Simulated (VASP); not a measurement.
A run of VASP 6.6.1 is set up as follows.

The input INCAR:

```
  PREC = Accurate
  ENCUT = 600
  EDIFF = 1E-6
  ISMEAR = -1
  SIGMA = 0.02
  LREAL = False
  LASPH = True
  NELM = 100
  ALGO = Normal
  ISIF = 3
  LWAVE = False
  LCHARG = False
  GGA = PE
  IBRION = 2
  NSW = 80
  EDIFFG = -0.005
```

Contents of KPOINTS:

```
Automatic mesh
0
Gamma
  6 6 6
```

Contents of POSCAR:

```
AlB3As4
1.0
   -2.4251309382      2.4251309382      4.8502618764
    2.4251309382     -2.4251309382      4.8502618764
    2.4251309382      2.4251309382     -4.8502618764
B As Al
3 4 1
Direct
    0.7500000000      0.2500000000      0.5000000000
    0.5000000000      0.5000000000      0.0000000000
    0.2500000000      0.7500000000      0.5000000000
    0.1250000000      0.6250000000      0.0000000000
    0.8750000000      0.8750000000      0.5000000000
    0.6250000000      0.1250000000      0.0000000000
    0.3750000000      0.3750000000      0.5000000000
    0.0000000000      0.0000000000      0.0000000000
```

Potentials or basis: VASP PAW PBE potentials, release 64 (B, As, Al).

The run is started by

```console
$ cat potpaw_PBE.64/B/POTCAR potpaw_PBE.64/As/POTCAR potpaw_PBE.64/Al/POTCAR > POTCAR
$ mpirun -np 1 vasp_std > vasp.out
```

**Question.** Estimate the space group after relaxing (to 0.05 Å).

**Answer.** I-42m (No. 121).

**Question.** What does it give for the relaxed cell?

**Answer.** a = 6.181 Å, b = 6.181 Å, c = 6.181 Å, α = 131.57°, β = 131.57°, γ = 70.92°.

**Question.** What does it give for the relaxed volume?

**Answer.** 16.18 Å³/atom.

Final structure:
```
B As Al
1.0
    -2.53541    2.53541    5.03456
     2.53541   -2.53541    5.03456
     2.53541    2.53541   -5.03456
B As Al
3 4 1
Direct
  0.75000 0.25000 0.50000
  0.50000 0.50000 0.00000
  0.25000 0.75000 0.50000
  0.14108 0.59199 0.00000
  0.85892 0.85892 0.45091
  0.59199 0.14108 0.00000
  0.40801 0.40801 0.54909
  0.00000 0.00000 0.00000
```
